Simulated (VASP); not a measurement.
**Ti: single point with r2SCAN**

The system is Ti.

```
CELL_PARAMETERS angstrom
4.60000 0.00000 0.00000
-2.30000 3.98372 0.00000
0.00000 0.00000 2.82000
ATOMIC_POSITIONS crystal
Ti 0.00000 0.00000 0.00000
Ti 0.33333 0.66667 0.50000
Ti 0.66667 0.33333 0.50000
```

* Program: VASP 6.6.1
* Task: single point
* Functional: r2SCAN
* Potentials or basis: VASP PAW PBE potentials, release 64 (Ti_sv)
* Cutoff: 520 eV
* k mesh: 4 × 4 × 6
* Occupations: methfessel-paxton, width 0.1 eV
* Spin: no spin polarisation
* Dipole correction: no
* Further INCAR settings: ALGO = Normal; EDIFF = 1e-06; NBANDS = 25

- Pressure: -1.0 GPa
- Band gap on the k mesh: zero (band 18 reaches 8.38 eV, above the bottom of band 19 at 8.31 eV)

Stress tensor (GPa, compression positive):
```
-1.52  0.00  0.00
 0.00 -1.52  0.00
 0.00  0.00  0.04
```

Levels at points of the mesh, in eV from the Fermi level:
```
           k point  band 15  band 16  band 17  band 18  band 19  band 20  band 21  band 22
(0.00, 0.00, 0.00)    -0.79    -0.79    -0.78    -0.78    -0.01     0.78     1.42     1.42
(0.50, 0.00, 0.00)    -2.73    -0.40    -0.34    -0.34     0.08     0.61     0.87     1.24
(0.00, 0.00, 0.50)    -2.15    -1.92    -1.73    -1.73     1.11     1.11     1.40     1.40
(0.50, 0.00, 0.50)    -1.78    -1.23    -0.82    -0.68     0.46     0.92     0.93     1.16
```

It took 59 s on 1 thread of AMD EPYC 9R45 96-Core Processor (Zen 5), on a shared host, peak memory 0.15 GiB.

Caveat: the k points lie up to 0.39 Å⁻¹ apart; the PAW data sets were made with another functional, which shifts forces and pressure a little.
